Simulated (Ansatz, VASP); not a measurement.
# One calculation of Cd3Te2S, two programs

```
Cd Te S
1.0
     3.96147    0.00000    0.00000
     0.00000    3.96147    0.00000
     0.00000    0.00000   11.23739
Cd Te S
3 2 1
Direct
  0.00000 0.00000 0.00000
  0.50000 0.00000 0.59308
  0.00000 0.50000 0.40692
  0.50000 0.00000 0.32350
  0.00000 0.50000 0.67650
  0.50000 0.50000 0.00000
```

Change from the starting cell: species swapped into the Mn3CoAs2 type (P-4m2, No. 115).

Alike in both runs: functional PBE; k mesh 4 × 4 × 4; occupations gaussian, width 0.1 eV; no spin polarisation.

Ansatz relaxed the structure, and its values are those at the end. VASP's run is a single point on that final structure, the one shown.

|  | VASP | Ansatz |
| --- | --- | --- |
| version | VASP 6.6.1 | Ansatz 0.2.0 |
| potentials or method | VASP PAW PBE potentials, release 64 (Cd, Te, S), cutoff 520 eV | scalar-relativistic, plane waves, PAW |
| valence electrons in the cell | 54 | 98 |

|  | VASP | Ansatz | Ansatz less VASP |
| --- | --- | --- | --- |
| gap on the k mesh at the Fermi level (eV) | none | none | - |
| pressure (GPa) | 0.2 | 0.0 | -0.19 |
| rms of the force components (eV/Å) | 0.013 | 0.003 | -0.0100 |

A gap of «none» marks a metal or a gap that the smearing closes. VASP's potentials hold 54 valence electrons a cell and Ansatz's 98, so a difference there can come from the potentials and not from the codes.

The k mesh is coarse, so the values compare programs but aren't converged. Spin-orbit coupling is off throughout.
